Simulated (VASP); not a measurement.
# Li2AlH5: single point with PBE

Crystal: Li2AlH5.

```
Li Al H
1.0
     3.08277    0.00000    0.00000
    -1.54138    2.66976    0.00000
     0.00000    0.00000    8.14174
Li Al H
2 1 5
Direct
  0.33333 0.66667 0.85916
  0.66667 0.33333 0.43244
  0.00000 0.00000 0.15287
  0.33333 0.66667 0.09325
  0.00000 0.00000 0.92484
  0.50396 0.49604 0.63631
  0.50396 0.00792 0.63631
  0.99208 0.49604 0.63631
```

The cell was generated, and may not be a known phase.

- Program: VASP 6.6.1
- Task: single point
- Functional: PBE
- Potentials or basis: VASP PAW PBE potentials, release 64 (Li_sv, Al, H)
- Cutoff: 520 eV
- k mesh: 15 × 15 × 6
- Occupations: gaussian, width 0.1 eV
- Spin: no spin polarisation
- Dipole correction: no
- Further INCAR settings: ALGO = Normal; EDIFF = 1e-07; NBANDS = 17

```json
{
 "Largest force": "0.008 eV/Å",
 "Band gap on the k mesh": "zero (bands 7 and 8 overlap by 4.16 eV)"
}
```

Forces in eV/Å, atoms in the order of the input:
```
Li   0.000  0.000  0.003
Li   0.000  0.000  0.001
Al   0.000  0.000 -0.008
H    0.000  0.000 -0.001
H    0.000  0.000  0.003
H   -0.001  0.000  0.001
H    0.000 -0.001  0.001
H    0.001  0.000  0.001
```

Levels at points of the mesh, in eV from the Fermi level:
| k point | band 3 | band 4 | band 5 | band 6 | band 7 | band 8 | band 9 | band 10 | band 11 | band 12 |
| --- | --- | --- | --- | --- | --- | --- | --- | --- | --- | --- |
| (0.00, 0.00, 0.00) | -11.13 | -10.65 | -5.80 | -1.79 | 0.94 | 4.48 | 4.48 | 6.27 | 8.59 | 8.59 |
| (0.00, 0.00, 0.50) | -11.09 | -10.71 | -5.62 | -2.49 | 2.48 | 4.49 | 4.49 | 4.79 | 7.94 | 8.60 |

It took 4 min on 1 thread of Intel Xeon 8259CL (shared host), peak memory 0.28 GiB.
